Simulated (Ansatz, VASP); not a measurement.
# CsI in VASP and in Ansatz

```
Cs I
1.0
     4.50319    0.01126    0.01126
     0.01126    4.50319    0.01126
     0.01126    0.01126    4.50319
Cs I
1 1
Cartesian
  0.0000 0.0000 0.0000
  2.2629 2.2629 2.2629
```

Change from the starting cell: equal xy, yz and zx engineering shears of +0.5 %.

Alike in both runs: functional PBEsol; k mesh 6 × 6 × 6; no spin polarisation.

Ansatz relaxed the structure, and its values are those at the end. VASP's run is a single point on that final structure, the one shown.

```csv
,VASP,Ansatz
version,VASP 6.6.1,Ansatz 0.2.0
potentials or method,"VASP PAW PBE potentials, release 64 (Cs_sv, I), cutoff 500 eV","all-electron LAPW, scalar-relativistic"
occupations,"gaussian, width 0.01 eV",fixed
```

|  | VASP | Ansatz | Ansatz less VASP |
| --- | --- | --- | --- |
| gap on the k mesh at the Fermi level (eV) | 3.84 | 3.85 | +0.014 |
| pressure (GPa) | 0.1 | 0.0 | -0.05 |

VASP's potentials were made for PBE, not for PBEsol. Ansatz ran all-electron here, and VASP with PAW potentials.

Neither program's run includes spin-orbit coupling.
